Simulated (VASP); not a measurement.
# YHf2 (I4/mmm) in VASP: a series of runs, part 2 of 2

VASP 6.6.1.

**5. Single point, PBE**

This run uses another cell than the first one, of 25.53 Å³/atom.

INCAR

```
SYSTEM = YHf2
PREC = Accurate ; ENCUT = 520
EDIFF = 1E-7 ; ISMEAR = 0
SIGMA = 0.1 ; LREAL = .FALSE.
LASPH = .TRUE. ; NELM = 80
ALGO = Fast ; ISIF = 2
LWAVE = .FALSE. ; LCHARG = .FALSE.
GGA = PE ; NBANDS = 22
```

KPOINTS

```
regular mesh
0
G
  18 18 18
  0 0 0
```

POSCAR

```
YHf2
1.0
   -1.8967833365      1.8967833365      5.3215090990
    1.8967833365     -1.8967833365      5.3215090990
    1.8967833365      1.8967833365     -5.3215090990
Y Hf
1 2
Direct
    0.0000000000      0.0000000000      0.0000000000
    0.6887574902      0.6887574902      0.0000000000
    0.3112425098      0.3112425098      0.0000000000
```

Potentials or basis: VASP PAW PBE potentials, release 64 (Y_sv, Hf_pv).

Run with:

```
$ cat potpaw_PBE.64/Y_sv/POTCAR potpaw_PBE.64/Hf_pv/POTCAR > POTCAR
$ mpirun -np 1 vasp_std > vasp.out
```

OUTCAR:

```text
SYSTEM = YHf2
   PREC = Accurate
   ENCUT = 520
   EDIFF = 1E-7
   ISMEAR = 0
   LREAL = .FALSE.
   LASPH = .TRUE.
   NELM = 80
   ISIF = 2
   GGA = PE

 ion  position               nearest neighbor table
   1  0.000  0.000  0.000-   2 3.31   3 3.31   2 3.35   3 3.35   2 3.35   2 3.35   2 3.35   3 3.35
                             3 3.35   3 3.35
   2  0.689  0.689  0.000-   3 2.98   3 2.98   3 2.98   3 2.98   1 3.31   1 3.35   1 3.35   1 3.35
                             1 3.35
   3  0.311  0.311  0.000-   2 2.98   2 2.98   2 2.98   2 2.98   1 3.31   1 3.35   1 3.35   1 3.35
                             1 3.35

  LATTYP: Found a body centered tetragonal cell.
 ALAT       =     3.7935666730
 C/A-ratio  =     2.8055439947

  Lattice vectors:

 A1 = (  -1.8967833365,   1.8967833365,   5.3215090990)
 A2 = (   1.8967833365,  -1.8967833365,   5.3215090990)
 A3 = (   1.8967833365,   1.8967833365,  -5.3215090990)

Analysis of symmetry for initial positions (statically):
=====================================================================
 Subroutine PRICEL returns:
 Original cell was already a primitive cell.

 Routine SETGRP: Setting up the symmetry group for a
 body centered tetragonal supercell.

 Subroutine GETGRP returns: Found 16 space group operations
 (whereof 16 operations were pure point group operations)
 out of a pool of 16 trial point group operations.

The static configuration has the point symmetry D_4h.

Analysis of symmetry for dynamics (positions and initial velocities):
=====================================================================
 Subroutine PRICEL returns:
 Original cell was already a primitive cell.

 Routine SETGRP: Setting up the symmetry group for a
 body centered tetragonal supercell.

 Subroutine GETGRP returns: Found 16 space group operations
 (whereof 16 operations were pure point group operations)
 out of a pool of 16 trial point group operations.

The dynamic configuration has the point symmetry D_4h.

 Subroutine INISYM returns: Found 16 space group operations
 (whereof 16 operations are pure point group operations),
 and found     1 'primitive' translations

----------------------------------------------------------------------------------------

                                     Primitive cell

  volume of cell :      76.5826

  direct lattice vectors                    reciprocal lattice vectors
    -1.896783336  1.896783336  5.321509099     0.000000000  0.263604172  0.093958310
     1.896783336 -1.896783336  5.321509099     0.263604172  0.000000000  0.093958310
     1.896783336  1.896783336 -5.321509099     0.263604172  0.263604172  0.000000000

  length of vectors
     5.959365163  5.959365163  5.959365163     0.279848751  0.279848751  0.372792594

  position of ions in fractional coordinates (direct lattice)
     0.000000000  0.000000000  0.000000000
     0.688757490  0.688757490  0.000000000
     0.311242510  0.311242510  0.000000000

  ion indices of the primitive-cell ions
   primitive index   ion index
                 1           1
                 2           2
                 3           3

----------------------------------------------------------------------------------------

 KPOINTS: regular mesh

Automatic generation of k-mesh.
 Grid dimensions read from file:
 generate k-points for:   18   18   18

 Generating k-lattice:

  Cartesian coordinates                     Fractional coordinates (reciprocal lattice)
     0.000000000  0.014644676  0.005219906     0.055555556  0.000000000 -0.000000000
     0.014644676  0.000000000  0.005219906     0.000000000  0.055555556 -0.000000000
     0.014644676  0.014644676  0.000000000     0.000000000  0.000000000  0.055555556

  Length of vectors
     0.015547153  0.015547153  0.020710700

  Shift w.r.t. Gamma in fractional coordinates (k-lattice)
     0.000000000  0.000000000  0.000000000

 Subroutine IBZKPT returns following result:
 ===========================================

 Found    480 irreducible k-points:

 Following reciprocal coordinates:
            Coordinates               Weight
  0.000000  0.000000  0.000000      1.000000
  0.055556  0.000000 -0.000000      8.000000
  0.111111  0.000000 -0.000000      8.000000
  0.166667 -0.000000  0.000000      8.000000
  0.222222  0.000000 -0.000000      8.000000
  0.277778  0.000000  0.000000      8.000000
[... 16 lines left out ...]
 -0.277778  0.055556 -0.000000     16.000000
 -0.222222  0.055556  0.000000     16.000000
 [... further k-points ...]
   k-points           NKPTS =    480   k-points in BZ     NKDIM =    480   number of bands    NBANDS=     22
   number of dos      NEDOS =    301   number of ions     NIONS =      3
   total plane-waves  NPLWV = 110592
   dimension x,y,z NGX =    48 NGY =   48 NGZ =   48
   dimension x,y,z NGXF=    96 NGYF=   96 NGZF=   96
   ions per type =               1   2
   NGX,Y,Z   is equivalent  to a cutoff of  13.39, 13.39, 13.39 a.u.
   NGXF,Y,Z  is equivalent  to a cutoff of  26.78, 26.78, 26.78 a.u.
 SYSTEM =  YHf2
   PREC   = accura    normal or accurate (medium, high low for compatibility)
   ISTART =      0    job   : 0-new  1-cont  2-samecut
   ICHARG =      2    charge: 1-file 2-atom 10-const
   ISPIN  =      1    spin polarized calculation?
   LNONCOLLINEAR =      F non collinear calculations
   LSORBIT =      F    spin-orbit coupling
   LASPH  =      T    aspherical Exc in radial PAW
   ENCUT  =  520.0 eV  38.22 Ry    6.18 a.u.  11.08 11.08 11.08*2*pi/ulx,y,z
   NELM   =     80;   NELMIN=  2; NELMDL= -5     # of ELM steps
   EDIFF  = 0.1E-06   stopping-criterion for ELM
   LREAL  =      F    real-space projection
   EDIFFG = 0.1E-05   stopping-criterion for IOM
   NSW    =      0    number of steps for IOM
   IBRION =     -1    ionic relax: 0-MD 1-quasi-New 2-CG
   NFREE  =      0    steps in history (QN), initial steepest desc. (CG)
   ISIF   =      2    stress and relaxation
   ISYM   =      2    0-nonsym 1-usesym 2-fastsym
   POTIM  = 0.5000    time-step for ionic-motion
   TEBEG  =    0.0;   TEEND  =   0.0 temperature during run
   PSTRESS=    0.0 pullay stress
   NELECT =      31.0000    total number of electrons
   NUPDOWN=      -1.0000    fix difference up-down
   EMIN   =  10.00;   EMAX   =-10.00  energy-range for DOS
   EFERMI =   0.00;   METHOD = LEGACY
   ISMEAR =     0;   SIGMA  =   0.10  broadening in eV -4-tet -1-fermi 0-gaus
   EFERMI_NEDOS =   21; number of points for ismear=-14 and -15
   IALGO  =     68    algorithm
   IMIX   =      4    mixing-type and parameters
     AMIX     =   0.40;   BMIX     =  1.00
     AMIX_MAG =   1.60;   BMIX_MAG =  1.00
  volume/ion in A,a.u.               =      25.53       172.27
  Fermi-wavevector in a.u.,A,eV,Ry     =   1.211022  2.288499 19.953950  1.466574
  Thomas-Fermi vector in A             =   2.346550
   LORBIT       =      0    0 simple, 1 ext, 2 COOP (PROOUT), +10 PAW based schemes
   GGA     = PE    functional components
   LHFCALC =     F    Hartree Fock is set to
   AEXX    =    0.0000 exact exchange contribution
   IVDW    =     0    specifies the selected vdW correction
   LEPSILON=     F    determine dielectric tensor
   LRPA    =     F    only Hartree local field effects (RPA)
 non-spin polarized calculation
 RMM-DIIS sequential band-by-band and
 Gauss-broadening in eV      SIGMA  =   0.10
  energy-cutoff  :      520.00
  volume of cell :       76.58
 maximum number of plane-waves:      2080
 NGX is ok and might be reduce to    48
   NGX = 23   NGY = 23   NGZ = 23

 number of electron      31.0000001 magnetization

 Free energy of the ion-electron system (eV)
  ---------------------------------------------------
  ext. energy  EPLUGINS =         0.00000000
  ---------------------------------------------------
  free energy    TOTEN  =       -25.56516615 eV

  energy without entropy =      -25.53758608  energy(sigma->0) =      -25.55137611

 E-fermi :   3.9065     XC(G=0): -10.5737

 val. band max:        3.9058694780   @ k =  -0.3333  -0.3889   0.2222
 cond. band min:       3.9065028740   @ k =   0.3889   0.2222   0.1667
 fundamental gap:      0.0006333960
 Fermi energy:         3.9064996580

 k-point     1 :       0.0000    0.0000    0.0000
  band No.  band energies     occupation
      1     -38.1728      2.00000
      2     -26.5940      2.00000
      3     -26.5940      2.00000
      4     -26.5366      2.00000
      5     -26.3845      2.00000
      6     -26.1111      2.00000
[... 589 lines left out ...]
     21       6.3118      0.00000
     22       6.8271      0.00000

 [... further k-points ...]

------------------------ aborting loop because EDIFF is reached ----------------------------------------

  FORCE on cell =-STRESS in cart. coord.  units (eV):
  Direction    XX          YY          ZZ          XY          YZ          ZX
  --------------------------------------------------------------------------------------
  -------------------------------------------------------------------------------------
  Total       -0.1184851     -0.1184851     -0.1153229      0.0000000      0.0000000      0.0000000
  in kB       -2.4788147     -2.4788147     -2.4126579      0.0000000      0.0000000      0.0000000
  external PRESSURE =      -2.4567625 kB  Pullay stress =       0.0000000 kB

 VOLUME and BASIS-vectors are now :
 -----------------------------------------------------------------------------
  energy-cutoff  :      520.00
  volume of cell :       76.58
      direct lattice vectors                 reciprocal lattice vectors
    -1.896783336  1.896783336  5.321509099     0.000000000  0.263604172  0.093958310
     1.896783336 -1.896783336  5.321509099     0.263604172  0.000000000  0.093958310
     1.896783336  1.896783336 -5.321509099     0.263604172  0.263604172  0.000000000

 POSITION                                       TOTAL-FORCE (eV/Angst)
 -----------------------------------------------------------------------------------
      0.00000      0.00000      0.00000        -0.000000     -0.000000      0.000000
      0.00000      0.00000      7.33046        -0.000000     -0.000000      0.014671
      0.00000      0.00000      3.31256         0.000000      0.000000     -0.014671
 -----------------------------------------------------------------------------------
    total drift:                                0.000000      0.000000      0.000000

  FREE ENERGIE OF THE ION-ELECTRON SYSTEM (eV)
  ---------------------------------------------------
  free  energy   TOTEN  =       -25.5651661450 eV

  energy  without entropy=      -25.5375860814  energy(sigma->0) =      -25.55137611
```

Wall time 33 min (1 thread of Intel Xeon 6975P-C (Granite Rapids), shared host); peak memory 1 GiB.

What came out:

```yaml
Free_energy: -25.5652 eV
Pressure: -0.2 GPa
Largest_force: 0.015 eV/Å
Band_gap_on_the_k_mesh: zero (an odd number of electrons rules out a gap without spin polarisation)
```

Forces in eV/Å, atoms in the order of the input:
```
Y    0.000  0.000  0.000
Hf   0.000  0.000  0.015
Hf   0.000  0.000 -0.015
```

Caveat: spin-orbit coupling is left out, which moves the levels of the heavy elements.

**6. Summary**

```tsv
task	cell	k mesh	cutoff (eV)	gap on the mesh (eV)	pressure (GPa)	largest force (eV/Å)
single point	a = 4.753 Å, angles 125.0, 125.0, 81.5°, 3 atoms, atomic positions A	6 × 6 × 6	520	none	231.4	225.91
single point	a = 6.004 Å, angles 143.3, 143.3, 52.9°, 3 atoms, atomic positions B	6 × 6 × 6	520	none	-0.3	0.04
relaxation of cell and atoms	relaxed from a = 4.753 Å, angles 125.0, 125.0, 81.5°, 3 atoms, atomic positions A	6 × 6 × 6	600	none	-0.1	0.01
single point	a = 5.959 Å, angles 142.9, 142.9, 53.5°, 3 atoms, atomic positions B	18 × 18 × 18	520	none	-0.2	0.01
```

Alike in all rows: level PBE; potentials or basis VASP PAW PBE potentials, release 64 (Y_sv, Hf_pv); no spin polarisation; smearing gaussian 0.1 eV.

Caveats: spin-orbit coupling is left out, which moves the levels of the heavy elements; atoms lie so close that the PAW spheres overlap strongly, which falsifies energies and pressures (at least some runs); the cell stands under pressure (at least some runs); forces of over 1 eV/Å act on the atoms, so gaps and moduli don't describe the material at rest (at least some runs); a cell axis changed by over 15 % at a fixed basis, so the end point is rough (at least some runs).

Absolute energies hang on the potentials; compare differences alone.
